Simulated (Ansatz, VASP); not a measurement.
# One calculation of Bi2H3, two programs

```
Bi H
1.0
     2.39371   -2.88527    0.00000
     2.39371    2.88527    0.00000
     0.00000    0.00000    5.12138
Bi H
2 3
Direct
  0.50000 0.50000 0.00000
  0.50000 0.50000 0.50000
  0.86346 0.86346 0.00000
  0.13654 0.13654 0.00000
  0.00000 0.00000 0.50000
```

Alike in both runs: task single point; functional PBE; k mesh 6 × 6 × 4; occupations gaussian, width 0.1 eV; no spin polarisation.

|  | VASP | Ansatz |
| --- | --- | --- |
| version | VASP 6.6.1 | Ansatz 0.2.0 |
| potentials or method | VASP PAW PBE potentials, release 64 (Bi_d, H), cutoff 520 eV | scalar-relativistic, plane waves, PAW |
| valence electrons in the cell | 33 | 33 |

Ansatz gave:

- gap on the k mesh at the Fermi level (eV): none
- rms of the force components (eV/Å): 1.230

Which values does VASP return?

gap on the k mesh at the Fermi level (eV): none; rms of the force components (eV/Å): 1.223.

Atom by atom the forces differ by 0.007 eV/Å (rms over components). A gap of «none» marks a metal or a gap that the smearing closes.

Neither program's run includes spin-orbit coupling.
